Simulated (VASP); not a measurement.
Crystal: ZrSe2.

```xyz
3
Lattice="3.7980 0.0000 0.0000 -1.8990 3.2892 0.0000 0.0000 0.0000 6.1920" Properties=species:S:1:pos:R:3 pbc="T T T"
Zr    0.0000    0.0000    0.0000
Se    0.0000    2.1928    1.5480
Se    1.8990    1.0964    4.6440
```

* Program: VASP 6.6.1
* Task: relaxation of cell and atoms
* Functional: r2SCAN
* Potentials or basis: VASP PAW PBE potentials, release 64 (Zr_sv, Se)
* Cutoff: 550 eV
* k mesh: 10 × 10 × 6
* Occupations: fermi-dirac, width 0.05 eV
* Spin: no spin polarisation

At the start: pressure 1.4 GPa; volume 25.78 Å³/atom.

**Question.** How do energy, volume and symmetry change on relaxing?

**Answer.** Over 15 steps the energy falls by 3.7 meV/atom and the volume is 26.86 Å³/atom (+4.2 %); space group P-3m1 (No. 164, to 0.1 Å) before and after.

Step by step:
```tsv
step	energy change (eV)	largest force (eV/Å)	pressure (GPa)	volume (Å³)
1	0.0000	0.1586	1.44	77.35
2	0.0020	0.3018	-1.57	79.97
3	-0.0061	0.0595	-0.01	78.55
4	-0.0070	0.0645	0.02	78.64
5	-0.0083	0.0812	0.10	78.91
6	-0.0092	0.0634	0.09	79.18
7	-0.0107	0.0102	0.05	79.97
8	-0.0108	0.0132	0.04	80.33
9	-0.0109	0.0189	-0.13	80.66
10	-0.0110	0.0120	-0.10	80.59
11	-0.0110	0.0010	0.04	80.59
12	-0.0110	0.0038	0.00	80.59
13	-0.0110	0.0038	0.00	80.59
14	-0.0110	0.0041	0.00	80.59
15	-0.0110	0.0007	0.01	80.58
```

Final structure:
```
CELL_PARAMETERS angstrom
3.80968 0.00000 0.00000
-1.90484 3.29928 0.00000
0.00000 0.00000 6.41120
ATOMIC_POSITIONS crystal
Zr 0.00000 0.00000 0.00000
Se 0.33333 0.66667 0.24373
Se 0.66667 0.33333 0.75627
```

Caveat: the PAW data sets were made with another functional, which shifts forces and pressure a little.
